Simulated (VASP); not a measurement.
Input of a VASP 6.6.1 run:

The input POSCAR:

```
TaN
1.0
    5.2392842521      0.0000000000      0.0000000000
   -2.6196421261      4.5373532600      0.0000000000
    0.0000000000      0.0000000000      2.9047770841
Ta N
3 3
Direct
    0.0000000000      0.0000000000      0.0000000000
    0.3333333333      0.6666666667      0.5000000000
    0.6666666667      0.3333333333      0.5000000000
    0.5000000000      0.0000000000      0.0000000000
    0.5000000000      0.5000000000      0.0000000000
    0.0000000000      0.5000000000      0.0000000000
```

Contents of INCAR.step1:

```
ALGO = Normal
EDIFF = 1E-4
ENCUT = 520
GGA = PE
ISMEAR = 0
LASPH = T
LCHARG = F
LREAL = F
LWAVE = T
NBANDS = 33
NELM = 100
PREC = Accurate
SIGMA = 0.1
```

File INCAR.step2:

```
ALGO = Normal
EDIFF = 1E-7
ENCUT = 520
ISIF = 2
ISMEAR = 0
ISTART = 1
LASPH = T
LCHARG = F
LMIXTAU = T
LREAL = F
LWAVE = F
METAGGA = R2SCAN
NBANDS = 33
NELM = 100
PREC = Accurate
SIGMA = 0.1
```

KPOINTS

```
k-points
0
Gamma
  12 12 12
```

Potentials or basis: VASP PAW PBE potentials, release 64 (Ta_pv, N).

Launch:

```sh
$ cat potpaw_PBE.64/Ta_pv/POTCAR potpaw_PBE.64/N/POTCAR > POTCAR
$ cp INCAR.step1 INCAR
$ mpirun -np 1 vasp_std > vasp.out
$ cp INCAR.step2 INCAR
$ mpirun -np 1 vasp_std > vasp.out
```

Q: What does it give for the pressure?

A: 1.7 GPa.

Q: Estimate the band gap on the k mesh.

A: Zero (band 24 reaches 9.09 eV, above the bottom of band 25 at 6.87 eV).

Stress tensor (GPa, compression positive):
```
1.55 0.00 0.00
0.00 1.55 0.00
0.00 0.00 1.89
```

Caveat: the PAW data sets were made with another functional, which shifts forces and pressure a little; spin-orbit coupling is left out, which moves the levels of the heavy elements.
